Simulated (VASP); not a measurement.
Crystal: As.

```xyz
2
Lattice="1.8808 1.0859 3.5141 -1.8808 1.0859 3.5141 0.0000 -2.1718 3.5141" Properties=species:S:1:pos:R:3 pbc="T T T"
As    0.0000    0.0000    2.3825
As    0.0000    0.0000    8.1597
```

```yaml
Program: VASP 6.6.1
Task: relaxation of cell and atoms
Functional: RPBE
Dispersion: D3(BJ)
Potentials_or_basis: VASP PAW PBE potentials, release 64 (As)
Cutoff: 600 eV
k_mesh: 9 × 9 × 9
Occupations: fermi-dirac, width 0.05 eV
Spin: no spin polarisation
```

At the start: pressure -10.7 GPa; volume 21.53 Å³/atom.

Task: How do energy, volume and symmetry change on relaxing?

Result: Over 19 steps the energy falls by 296.0 meV/atom and the volume is 16.67 Å³/atom (-22.6 %); space group R-3m (No. 166, to 0.05 Å).

Step by step:
| step | energy change (eV) | largest force (eV/Å) | pressure (GPa) | volume (Å³) |
| --- | --- | --- | --- | --- |
| 1 | 0.0000 | 0.7532 | -10.73 | 43.06 |
| 2 | -0.3220 | 2.1935 | 5.22 | 34.69 |
| 3 | -0.3260 | 2.0430 | 3.26 | 35.33 |
| 4 | -0.5318 | 0.6422 | 5.40 | 32.65 |
| 5 | -0.5371 | 0.4890 | 6.46 | 32.11 |
| 6 | -0.5538 | 0.1027 | -4.46 | 34.82 |
| 7 | -0.5707 | 0.1133 | -0.28 | 33.65 |
| 8 | -0.5747 | 0.0813 | -0.18 | 33.58 |
| 9 | -0.5844 | 0.0015 | 0.19 | 33.37 |
| 10 | -0.5888 | 0.0223 | 1.18 | 32.91 |
| 11 | -0.5910 | 0.0320 | 0.79 | 33.09 |
| 12 | -0.5892 | 0.0556 | -1.50 | 33.72 |
| 13 | -0.5916 | 0.0425 | -0.01 | 33.31 |
| 14 | -0.5916 | 0.0426 | -0.03 | 33.31 |
| 15 | -0.5918 | 0.0255 | 0.03 | 33.31 |
| 16 | -0.5919 | 0.0074 | 0.11 | 33.31 |
| 17 | -0.5920 | 0.0049 | -0.19 | 33.41 |
| 18 | -0.5920 | 0.0057 | -0.09 | 33.37 |
| 19 | -0.5920 | 0.0025 | 0.03 | 33.35 |

Final structure:
```
As
1.0
     1.79813    1.03815    2.97728
    -1.79813    1.03815    2.97728
     0.00000   -2.07630    2.97728
As
2
Direct
  0.24490 0.24490 0.24490
  0.75510 0.75510 0.75510
```

Caveat: the volume moved by over 15 % at a fixed basis, so the end points are rough; the PAW data sets were made with another functional, which shifts forces and pressure a little; the volume moved by -23 % from the deposited cell, more than functionals usually miss; pairwise dispersion overbinds metals, which lowers pressure and volume.
